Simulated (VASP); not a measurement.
Runs of VASP 6.6.1 on Se. The structure is that of space group P6_3/mmc (No. 194), or close to it. The cells are those of the table. This isn't the form of Se at room conditions, which is trigonal, of chains.

| task | cell | k mesh | cutoff (eV) | gap on the mesh (eV) | pressure (GPa) |
| --- | --- | --- | --- | --- | --- |
| single point | a = 3.831, b = 3.831, c = 3.895 Å, angles 90.0, 90.0, 120.0°, 2 atoms | 16 × 16 × 13 | 520 | none | 0.1 |
| single point | a = 3.780, b = 3.780, c = 3.842 Å, angles 90.0, 90.0, 120.0°, 2 atoms | 11 × 11 × 9 | 520 | none | 2.4 |
| single point | a = 3.979, b = 3.979, c = 4.044 Å, angles 90.0, 90.0, 120.0°, 2 atoms | 11 × 11 × 9 | 520 | none | (a) |
| single point | a = 3.672, b = 3.672, c = 3.732 Å, angles 90.0, 90.0, 120.0°, 2 atoms | 11 × 11 × 9 | 520 | none | 9.0 |
| single point | a = 3.831, b = 3.831, c = 3.895 Å, angles 90.0, 90.0, 120.0°, 2 atoms | 11 × 11 × 9 | 520 | none | 0.1 |
| relaxation of cell and atoms | relaxed from a = 3.136, b = 3.136, c = 5.121 Å, angles 90.0, 90.0, 120.0°, 2 atoms | 12 × 12 × 6 | 600 | none | 0.0 |
| single point | a = 3.931, b = 3.931, c = 3.996 Å, angles 90.0, 90.0, 120.0°, 2 atoms | 11 × 11 × 9 | 520 | none | (b) |
| single point | a = 3.831, b = 3.831, c = 3.895 Å, angles 90.0, 90.0, 120.0°, 2 atoms | 12 × 12 × 6 | 520 | none | 0.2 |

Alike in all rows: level BLYP; potentials or basis VASP PAW PBE potentials, release 64 (Se); no spin polarisation; smearing fermi-dirac 0.1 eV.

Problem. Estimate the missing entries.

Solution. (a) -4.4; (b) -3.3.

Caveats: the PAW data sets were made with another functional, which shifts forces and pressure a little; the cell stands under tension (at least some runs); the cell stands under pressure (at least some runs); a cell axis changed by over 15 % at a fixed basis, so the end point is rough (at least some runs).

A k mesh can miss the band edges, and the runs leave out spin-orbit coupling on Se.

A gap of «none» marks levels without a gap at the run's occupations.
